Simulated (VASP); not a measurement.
Input of a VASP 6.6.1 run:

INCAR

```
SYSTEM = Cs
PREC     = Accurate       ! precision mode
ENCUT    = 500            ! plane-wave cutoff, eV
EDIFF    = 1E-6           ! SCF threshold, eV
ISMEAR   = -1             ! smearing method
SIGMA    = 0.05           ! smearing width, eV
LREAL    = .False.        ! projectors in reciprocal space
LASPH    = .True.         ! aspherical terms in the spheres
NELM     = 120            ! most SCF steps
ALGO     = Normal         ! electronic algorithm
ISIF     = 2              ! what is computed and relaxed
LWAVE    = .False.        ! write WAVECAR
LCHARG   = .True.         ! write CHGCAR
LELF     = .True.         ! ELF
LVHAR    = .True.       
NBANDS   = 10             ! bands
GGA_COMPAT= .False.
```

KPOINTS

```
Automatic mesh
0
Gamma
  6 6 6
  0 0 0
```

The input POSCAR:

```
Cs
1.0
   -3.0646009157      3.0646009157      3.0646009157
    3.0646009157     -3.0646009157      3.0646009157
    3.0646009157      3.0646009157     -3.0646009157
Cs
1
Direct
    0.0000000000      0.0000000000      0.0000000000
```

Potentials or basis: VASP PAW LDA potentials, release 64 (Cs_sv).

Launch:

```bash
$ cat potpaw_LDA.64/Cs_sv/POTCAR > POTCAR
$ mpirun -np 1 vasp_std > vasp.out
```

(1) What does it give for the pressure?

Results:

(1) -0.3 GPa.
